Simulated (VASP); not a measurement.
# Tm (Fm-3m) in VASP: single point with PBE

Aim: the single point of Tm with PBE.

Program: VASP 6.6.1. These are calculated values, not measurements. Logs are shortened: lines on timing, memory, paths and dates and some standing lists are left out, and cuts for length are marked.

## 1. The cell of the first run

The structure is cubic, space group Fm-3m (No. 225). The conventional cell has a = 4.899 Å, b = 4.899 Å, c = 4.899 Å, α = 90.00°, β = 90.00°, γ = 90.00°. Within 4.6 Å of Tm (site symmetry m-3m) lie 12 Tm at 3.46 Å.

## 2. Single point, PBE, collinear spin, ferromagnetic start

INCAR reads:

```
SYSTEM = Tm
  PREC = Accurate
  ENCUT = 600
  EDIFF = 1E-6
  ISMEAR = 0
  SIGMA = 0.05
  LREAL = .False.
  LASPH = .True.
  NELM = 200
  ALGO = Normal
  ISIF = 2
  LWAVE = .False.
  LCHARG = .True.
  ISPIN = 2
  MAGMOM = 2
  LORBIT = 11
  LMAXMIX = 6
  GGA = PE
  LELF = .True.
  LVHAR = .True.
  NBANDS = 22
  GGA_COMPAT = .False.
```

KPOINTS reads:

```
Automatic mesh
0
Gamma
  3 3 3
  0 0 0
```

POSCAR reads:

```
Tm
1.0
    0.0000000000      2.4492650000      2.4492650000
    2.4492650000      0.0000000000      2.4492650000
    2.4492650000      2.4492650000      0.0000000000
Tm
1
Direct
    0.0000000000      0.0000000000      0.0000000000
```

Potentials or basis: VASP PAW PBE potentials, release 64 (Tm).

Launch:

```bash
$ cat potpaw_PBE.64/Tm/POTCAR > POTCAR
$ mpirun -np 1 vasp_std > vasp.out
```

OUTCAR:

```text
SYSTEM = Tm
   PREC = Accurate
   ENCUT = 600
   EDIFF = 1E-6
   ISMEAR = 0
   LREAL = .False.
   LASPH = .True.
   NELM = 200
   ISIF = 2
   ISPIN = 2
   LORBIT = 11
   GGA = PE

 ion  position               nearest neighbor table
   1  0.000  0.000  0.000-

  LATTYP: Found a face centered cubic cell.
 ALAT       =     4.8985300000

  Lattice vectors:

 A1 = (   0.0000000000,   2.4492650000,   2.4492650000)
 A2 = (   2.4492650000,   0.0000000000,   2.4492650000)
 A3 = (   2.4492650000,   2.4492650000,   0.0000000000)

Analysis of symmetry for initial positions (statically):
=====================================================================
 Subroutine PRICEL returns:
 Original cell was already a primitive cell.

 Routine SETGRP: Setting up the symmetry group for a
 face centered cubic supercell.

 Subroutine GETGRP returns: Found 48 space group operations
 (whereof 48 operations were pure point group operations)
 out of a pool of 48 trial point group operations.

The static configuration has the point symmetry O_h .

Analysis of symmetry for dynamics (positions and initial velocities):
=====================================================================
 Subroutine PRICEL returns:
 Original cell was already a primitive cell.

 Routine SETGRP: Setting up the symmetry group for a
 face centered cubic supercell.

 Subroutine GETGRP returns: Found 48 space group operations
 (whereof 48 operations were pure point group operations)
 out of a pool of 48 trial point group operations.

The dynamic configuration has the point symmetry O_h .

Analysis of structural, dynamic, and magnetic symmetry:
=====================================================================
 Subroutine PRICEL returns:
 Original cell was already a primitive cell.

 Routine SETGRP: Setting up the symmetry group for a
 face centered cubic supercell.

 Subroutine GETGRP returns: Found 48 space group operations
 (whereof 48 operations were pure point group operations)
 out of a pool of 48 trial point group operations.

The overall configuration has the point symmetry O_h .

 Subroutine INISYM returns: Found 48 space group operations
 (whereof 48 operations are pure point group operations),
 and found     1 'primitive' translations

----------------------------------------------------------------------------------------

                                     Primitive cell

  volume of cell :      29.3858

  direct lattice vectors                    reciprocal lattice vectors
     0.000000000  2.449265000  2.449265000    -0.204142876  0.204142876  0.204142876
[... 78 lines left out ...]
   ISMEAR =     0;   SIGMA  =   0.05  broadening in eV -4-tet -1-fermi 0-gaus
   EFERMI_NEDOS =   21; number of points for ismear=-14 and -15
   IALGO  =     38    algorithm
   IMIX   =      4    mixing-type and parameters
     AMIX     =   0.40;   BMIX     =  1.00
     AMIX_MAG =   1.60;   BMIX_MAG =  1.00
  volume/ion in A,a.u.               =      29.39       198.31
  Fermi-wavevector in a.u.,A,eV,Ry     =   1.508707  2.851043 30.969551  2.276198
  Thomas-Fermi vector in A             =   2.619126
   LORBIT       =     11    0 simple, 1 ext, 2 COOP (PROOUT), +10 PAW based schemes
   GGA     = PE    functional components
   LHFCALC =     F    Hartree Fock is set to
   AEXX    =    0.0000 exact exchange contribution
   IVDW    =     0    specifies the selected vdW correction
   LEPSILON=     F    determine dielectric tensor
   LRPA    =     F    only Hartree local field effects (RPA)
 spin polarized calculation
 Gauss-broadening in eV      SIGMA  =   0.05
  energy-cutoff  :      600.00
  volume of cell :       29.39
 maximum number of plane-waves:      1002
   NGX = 13   NGY = 13   NGZ = 13

 number of electron      23.0000002 magnetization       0.1106210

 Free energy of the ion-electron system (eV)
  ---------------------------------------------------
  ext. energy  EPLUGINS =         0.00000000
  ---------------------------------------------------
  free energy    TOTEN  =        -3.79685437 eV

  energy without entropy =       -3.79107397  energy(sigma->0) =       -3.79396417

 E-fermi :   2.5918     XC(G=0): -10.3208

 val. band max:        2.5649780809   @ k =  -0.3333   0.3333   0.0000
 cond. band min:       2.7302762221   @ k =  -0.3333   0.3333   0.0000
 fundamental gap:      0.1652981412
 Fermi energy:         2.5918014276

 spin component 1

 k-point     1 :       0.0000    0.0000    0.0000
  band No.  band energies     occupation
      1     -47.7403      1.00000
      2     -20.6398      1.00000
      3     -20.6398      1.00000
      4     -20.6398      1.00000
      5      -2.3719      1.00000
      6       0.7644      1.00000
[... 89 lines left out ...]
     21      18.0473      0.00000
     22      21.4744      0.00000
 Fermi energy:         2.5918014276

 spin component 2

 k-point     1 :       0.0000    0.0000    0.0000
  band No.  band energies     occupation
      1     -47.3776      1.00000
      2     -20.4920      1.00000
      3     -20.4920      1.00000
      4     -20.4920      1.00000
      5      -3.5001      1.00000
      6       2.2286      1.00000
[... 89 lines left out ...]
     21      17.0507      0.00000
     22      20.2374      0.00000

------------------------ aborting loop because EDIFF is reached ----------------------------------------

  FORCE on cell =-STRESS in cart. coord.  units (eV):
  Direction    XX          YY          ZZ          XY          YZ          ZX
  --------------------------------------------------------------------------------------
  -------------------------------------------------------------------------------------
  Total        0.7958970      0.7958970      0.7958970      0.0000000      0.0000000     -0.0000000
  in kB       43.3940442     43.3940442     43.3940442      0.0000000      0.0000000     -0.0000000
  external PRESSURE =      43.3940442 kB  Pullay stress =       0.0000000 kB

 VOLUME and BASIS-vectors are now :
 -----------------------------------------------------------------------------
  energy-cutoff  :      600.00
  volume of cell :       29.39
      direct lattice vectors                 reciprocal lattice vectors
     0.000000000  2.449265000  2.449265000    -0.204142876  0.204142876  0.204142876
     2.449265000  0.000000000  2.449265000     0.204142876 -0.204142876  0.204142876
     2.449265000  2.449265000  0.000000000     0.204142876  0.204142876 -0.204142876

 POSITION                                       TOTAL-FORCE (eV/Angst)
 -----------------------------------------------------------------------------------
      0.00000      0.00000      0.00000        -0.000000     -0.000000     -0.000000
 -----------------------------------------------------------------------------------
    total drift:                               -0.000000     -0.000000     -0.000000

  FREE ENERGIE OF THE ION-ELECTRON SYSTEM (eV)
  ---------------------------------------------------
  free  energy   TOTEN  =        -3.7968543742 eV

  energy  without entropy=       -3.7910739666  energy(sigma->0) =       -3.79396417

 total charge

# of ion       s       p       d       f       tot
--------------------------------------------------
    1        2.201   5.954   0.439  12.529  21.124

 magnetization (x)

# of ion       s       p       d       f       tot
--------------------------------------------------
    1       -0.019  -0.113  -0.311   1.215   0.772
```

OSZICAR:

```text
N       E                     dE             d eps       ncg     rms          rms(c)
DAV:   1     0.125561724499E+03    0.12556E+03   -0.80895E+03   478   0.703E+03
DAV:   2     0.140350567476E+02   -0.11153E+03   -0.10484E+03   498   0.676E+02
[... 22 lines left out ...]
DAV:  25    -0.379682694402E+01    0.20597E-04   -0.69525E-04   580   0.409E-01    0.514E-01
DAV:  26    -0.379685360052E+01   -0.26656E-04   -0.14124E-04   558   0.164E-01    0.277E-01
DAV:  27    -0.379684234225E+01    0.11258E-04   -0.72175E-04   526   0.442E-01    0.208E-01
DAV:  28    -0.379684783788E+01   -0.54956E-05   -0.14717E-04   596   0.218E-01    0.187E-01
DAV:  29    -0.379685347762E+01   -0.56397E-05   -0.50884E-05   554   0.124E-01    0.779E-02
DAV:  30    -0.379685437418E+01   -0.89655E-06   -0.89772E-07   320   0.292E-02
   1 F= -.37968544E+01 E0= -.37939642E+01  d E =-.578041E-02  mag=     0.1118
```

stdout:

```text
POSCAR found type information on POSCAR Tm
 POSCAR found :  1 types and       1 ions
 scaLAPACK will be used
 LDA part: xc-table for (Slater+PW92), standard interpolation
 POSCAR, INCAR and KPOINTS ok, starting setup
 FFT: planning ... GRIDC
 FFT: planning ... GRID_SOFT
 FFT: planning ... GRID
 WAVECAR not read
 entering main loop
```

Wall time 23 s (1 thread of AMD EPYC 9R45 (Zen 5), shared host); peak memory 0.15 GiB.

What came out:

```yaml
Free_energy: -3.7969 eV
Pressure: 4.3 GPa
Net_moment: 0.11 μB per cell
Site_moments: Tm +0.77 μB
Valence_electrons_inside_the_program's_atomic_spheres: Tm 21.12
```

Caveat: the k points lie up to 0.74 Å⁻¹ apart; the magnetic or orbital state may not be the lowest; spin-orbit coupling is left out, which moves the levels of the heavy elements. The state reached can hang on the start; a lower one may exist.
